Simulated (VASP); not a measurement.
A run of VASP 6.6.1:

Contents of INCAR:

```
SYSTEM = Al
ALGO     = Normal         ! electronic algorithm
EDIFF    = 1E-7           ! SCF threshold, eV
ENCUT    = 520            ! plane-wave cutoff, eV
ISIF     = 2              ! what is computed and relaxed
ISMEAR   = -1             ! smearing method
LASPH    = .True.         ! aspherical terms in the spheres
LCHARG   = .False.        ! write CHGCAR
LREAL    = .False.        ! projectors in reciprocal space
LWAVE    = .False.        ! write WAVECAR
NBANDS   = 8              ! bands
NELM     = 60             ! most SCF steps
PREC     = Accurate       ! precision mode
SIGMA    = 0.08           ! smearing width, eV
```

The input KPOINTS:

```
k-points
0
Gamma
  19 19 19
  0 0 0
```

File POSCAR:

```
Al
1.0
   -1.2821063290      1.2821063290      1.2821063290
    1.2821063290     -1.2821063290      1.2821063290
    1.2821063290      1.2821063290     -1.2821063290
Al
1
Direct
    0.0000000000      0.0000000000      0.0000000000
```

Potentials or basis: VASP PAW LDA potentials, release 64 (Al).

The run is started by

```bash
$ cat potpaw_LDA.64/Al/POTCAR > POTCAR
$ mpirun -np 1 vasp_std > vasp.out
```

Hardware: 1 thread of Intel(R) Xeon(R) Platinum 8259CL CPU @ 2.50GHz (Skylake/Cascade Lake), with other jobs on the host.

Estimate the wall time of this run.

It took 11 s on 1 thread of Intel(R) Xeon(R) Platinum 8259CL CPU @ 2.50GHz (Skylake/Cascade Lake), with other jobs on the host, peak memory 0.11 GiB. Counts: scf iterations 11, k points 220.
